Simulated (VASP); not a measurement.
Here is a VASP 6.6.1 calculation.

The input INCAR:

```
PREC     = Accurate       # precision mode
ENCUT    = 520            # plane-wave cutoff, eV
EDIFF    = 1E-7           # SCF threshold, eV
ISMEAR   = -1             # smearing method
SIGMA    = 0.1            # smearing width, eV
LREAL    = F              # projectors in reciprocal space
LASPH    = T              # aspherical terms in the spheres
NELM     = 100            # most SCF steps
ALGO     = Normal         # electronic algorithm
ISIF     = 2              # what is computed and relaxed
LWAVE    = F              # write WAVECAR
LCHARG   = F              # write CHGCAR
GGA      = PS             # functional
NBANDS   = 30             # bands
```

The input KPOINTS:

```
Automatic mesh
0
Gamma
  7 7 7
```

Contents of POSCAR:

```
As
1.0
    5.3139215491      0.0000000000      0.0000000000
    0.0000000000      5.3139215491      0.0000000000
    0.0000000000      0.0000000000      5.3139215491
As
8
Direct
    1.0000000000      0.0000000000      1.0000000000
    0.5000000000      0.5000000000      0.5000000000
    0.2500000000      1.0000000000      0.5000000000
    0.7500000000      0.0000000000      0.5000000000
    0.5000000000      0.2500000000      1.0000000000
    0.5000000000      0.7500000000      1.0000000000
    0.0000000000      0.5000000000      0.2500000000
    0.0000000000      0.5000000000      0.7500000000
```

Potentials or basis: VASP PAW PBE potentials, release 64 (As).

Command:

```bash
$ cat potpaw_PBE.64/As/POTCAR > POTCAR
$ mpirun -np 1 vasp_std > vasp.out
```

(1) Predict the pressure.

(2) Predict the band gap on the k mesh.

Answers

(1) 0.0 GPa.

(2) zero (bands 20 and 21 overlap by 0.70 eV).

Caveat: the PAW data sets were made with another functional, which shifts forces and pressure a little.
